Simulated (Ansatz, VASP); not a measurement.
# Two plane-wave programs on LiF

Contents of POSCAR:

```
LiF
1.0
    0.0000000000      1.9737200000      2.0140000000
    2.0140000000      0.0000000000      2.0140000000
    2.0140000000      1.9737200000      0.0000000000
Li F
1 1
Direct
    0.0000000000      0.0000000000      0.0000000000
    0.5000000000      0.5000000000      0.5000000000
```

The input INCAR.step1:

```
SYSTEM = LiF
PREC = Accurate
ENCUT = 520
ISMEAR = 0
SIGMA = 0.05
LREAL = .FALSE.
LASPH = .TRUE.
NELM = 60
NBANDS = 12
GGA = PE
ALGO = Normal
EDIFF = 1E-4
LWAVE = .TRUE.
LCHARG = .FALSE.
```

The input INCAR.step2:

```
SYSTEM = LiF
PREC = Accurate
ENCUT = 520
EDIFF = 1E-6
ISMEAR = 0
SIGMA = 0.05
LREAL = .FALSE.
LASPH = .TRUE.
NELM = 60
ALGO = Normal
ISIF = 2
LWAVE = .FALSE.
LCHARG = .FALSE.
METAGGA = R2SCAN
LMIXTAU = .TRUE.
NBANDS = 12
ISTART = 1
```

The input KPOINTS:

```
Automatic mesh
0
G
  10 10 10
  0 0 0
```

Input for Ansatz:

```yaml
crystal:
  lattice:
    - [0.0, 1.97372, 2.014]
    - [2.014, 0.0, 2.014]
    - [2.014, 1.97372, 0.0]
  atoms:
    - { symbol: Li, position: [0.0, 0.0, 0.0] }
    - { symbol: F, position: [0.5, 0.5, 0.5] }
basis:
  ecutwfc: 500
kpoints:
  mp_grid: { grid: [10, 10, 10] }
hamiltonian:
  xc: r2scan
scf:
  occupations: { method: gaussian, width: 0.05 }
output:
  forces: true
  stress: true
  eigenvalues: true
```

Change from the starting cell: strain -0.0200 x Voigt [0, 1, 0, 0, 0, 0], atoms carried along.

Alike in both runs: task single point; functional r2SCAN; k mesh 10 × 10 × 10; occupations gaussian, width 0.05 eV; no spin polarisation.

```csv
,VASP,Ansatz
version,VASP 6.6.1,Ansatz 0.2.0
potentials or method,"VASP PAW PBE potentials, release 64 (Li_sv, F), cutoff 520 eV","scalar-relativistic, plane waves, PAW"
valence electrons in the cell,10,10
```

VASP gave:

- gap on the k mesh at the Fermi level (eV): 10.45
- least direct gap on the mesh (eV): 10.45

What did Ansatz give for the same quantities?

gap on the k mesh at the Fermi level (eV): 10.23; least direct gap on the mesh (eV): 10.23.

VASP's potentials were made for PBE, not for r2SCAN.

Noted on VASP's run: the cutoff is short for stress, so the pressure is rough.
